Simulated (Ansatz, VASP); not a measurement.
**Two plane-wave programs on Li2Se**

File INCAR:

```
PREC = Accurate ; ENCUT = 650
EDIFF = 1E-8 ; ISMEAR = -1
SIGMA = 0.03 ; LREAL = F
LASPH = T ; NELM = 120
ALGO = Normal ; ISIF = 2
LWAVE = F ; LCHARG = F
LEFG = T ; NBANDS = 13
GGA_COMPAT = F
```

The input KPOINTS:

```
regular mesh
0
Gamma
  9 9 9
```

File POSCAR:

```
Li2Se
1.0
    0.0000000000      2.9412072914      2.9412072914
    2.9412072914      0.0000000000      2.9412072914
    2.9412072914      2.9412072914      0.0000000000
Li Se
2 1
Direct
    0.2500000000      0.2500000000      0.2500000000
    0.7500000000      0.7500000000      0.7500000000
    0.0000000000      0.0000000000      0.0000000000
```

Input for Ansatz:

```yaml
crystal:
  lattice:
    - [0.0, 2.9412072914, 2.9412072914]
    - [2.9412072914, 0.0, 2.9412072914]
    - [2.9412072914, 2.9412072914, 0.0]
  atoms:
    - { symbol: Li, position: [0.25, 0.25, 0.25] }
    - { symbol: Li, position: [0.75, 0.75, 0.75] }
    - { symbol: Se, position: [0.0, 0.0, 0.0] }
kpoints:
  mp_grid: { grid: [9, 9, 9] }
scf:
  occupations: { method: fermi_dirac, width: 0.03 }
hamiltonian:
  xc: lda
  pseudopotentials: { kind: paw }
output:
  forces: true
  stress: true
  eigenvalues: true
  efg: { contact_densities: true }
```

Change from the starting cell: volume scaled by 0.94, PAW files.

Alike in both runs: task electric field gradients; functional LDA; k mesh 9 × 9 × 9; occupations fermi-dirac, width 0.03 eV; no spin polarisation.

|  | VASP | Ansatz |
| --- | --- | --- |
| version | VASP 6.6.1 | Ansatz 0.2.0 |
| potentials or method | VASP PAW LDA potentials, release 64 (Li_sv, Se) | PAW with Ansatz's default frozen-core files, scalar-relativistic |
| plane-wave cutoff (eV) | 650 | 420 |
| valence electrons in the cell | 12 | 22 |

Ansatz gave:

| Property | Result |
| --- | --- |
| gap on the k mesh at the Fermi level (eV) | 2.85 |
| pressure (GPa) | -0.6 |

**Question.** Estimate VASP's values.

**Answer.** gap on the k mesh at the Fermi level (eV): 2.84; pressure (GPa): -0.7.

LDA's correlation is that of Perdew and Zunger in VASP and of Perdew and Wang (1992) in Ansatz. VASP's potentials hold 12 valence electrons a cell and Ansatz's 22, so a difference there can come from the potentials and not from the codes.
